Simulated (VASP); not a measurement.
A run of VASP 6.6.1 is set up as follows.

INCAR

```
  PREC = Accurate
  ENCUT = 520
  EDIFF = 1E-7
  ISMEAR = 0
  SIGMA = 0.05
  LREAL = False
  LASPH = True
  NELM = 100
  ALGO = Normal
  ISIF = 2
  LWAVE = False
  LCHARG = False
  GGA = B5
  ALDAX = 1.0
  AGGAX = 1.0
  AGGAC = 1.0
  ALDAC = 0.0
  NBANDS = 16
```

The input KPOINTS:

```
regular mesh
0
Gamma
  10 10 10
```

Contents of POSCAR:

```
GaN
1.0
    0.0000000000      2.1488721714      2.1488721714
    2.1488721714      0.0000000000      2.1488721714
    2.1488721714      2.1488721714      0.0000000000
Ga N
1 1
Direct
    0.5000000000      0.5000000000      0.5000000000
    0.0000000000      0.0000000000      0.0000000000
```

Potentials or basis: VASP PAW PBE potentials, release 64 (Ga_d, N).

Run with:

```console
$ cat potpaw_PBE.64/Ga_d/POTCAR potpaw_PBE.64/N/POTCAR > POTCAR
$ mpirun -np 1 vasp_std > vasp.out
```

(1) Estimate the band gap on the k mesh.

(2) Predict the pressure.

Results:

(1) 0.21 eV, indirect (least direct gap 2.20 eV).

(2) 4.8 GPa.

Caveat: the PAW data sets were made with another functional, which shifts forces and pressure a little.
